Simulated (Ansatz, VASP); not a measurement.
## Na: VASP beside Ansatz

Contents of INCAR:

```
SYSTEM = Na
PREC = Accurate ; ENCUT = 520
EDIFF = 1E-7 ; ISMEAR = -1
SIGMA = 0.2 ; LREAL = .FALSE.
LASPH = .TRUE. ; NELM = 60
ALGO = Normal ; ISIF = 2
LWAVE = .FALSE. ; LCHARG = .TRUE.
GGA = PE ; LELF = .TRUE.
LVHAR = .TRUE. ; NBANDS = 10
```

KPOINTS

```
Automatic mesh
0
G
  11 11 11
  0 0 0
```

Contents of POSCAR:

```
Na
1.0
   -2.0985562613      2.0985562613      2.0985562613
    2.0985562613     -2.0985562613      2.0985562613
    2.0985562613      2.0985562613     -2.0985562613
Na
1
Direct
    0.0000000000      0.0000000000      0.0000000000
```

Input for Ansatz:

```yaml
crystal:
  lattice:
    - [-2.0985562613, 2.0985562613, 2.0985562613]
    - [2.0985562613, -2.0985562613, 2.0985562613]
    - [2.0985562613, 2.0985562613, -2.0985562613]
  atoms:
    - { symbol: Na, position: [0.0, 0.0, 0.0] }
hamiltonian:
  xc: pbe
  pseudopotentials:
    kind: paw
    azcp:
      Na: "pseudopotentials/Na.paw.azcp"
basis:
  ecutwfc: 420
  fft_grid_basis: typed
kpoints:
  mp_grid: { grid: [11, 11, 11], shift: [0, 0, 0] }
magnetization:
  spin_polarized: false
scf:
  occupations: { method: fermi_dirac, width: 0.2 }
  lower_state_search: "off"
output:
  stress: true
```

Alike in both runs: task single point; functional PBE; k mesh 11 × 11 × 11; occupations fermi-dirac, width 0.2 eV; no spin polarisation.

|  | VASP | Ansatz |
| --- | --- | --- |
| version | VASP 6.6.1 | Ansatz 0.2.0 |
| potentials or method | VASP PAW PBE potentials, release 64 (Na_pv), cutoff 520 eV | plane waves (420 eV) with PAW, scalar-relativistic |
| valence electrons in the cell | 7 | 9 |

|  | VASP | Ansatz | Ansatz less VASP |
| --- | --- | --- | --- |
| pressure (GPa) | 0.1 | 0.1 | 0.00 |

VASP's potentials hold 7 valence electrons a cell and Ansatz's 9, so a difference there can come from the potentials and not from the codes.
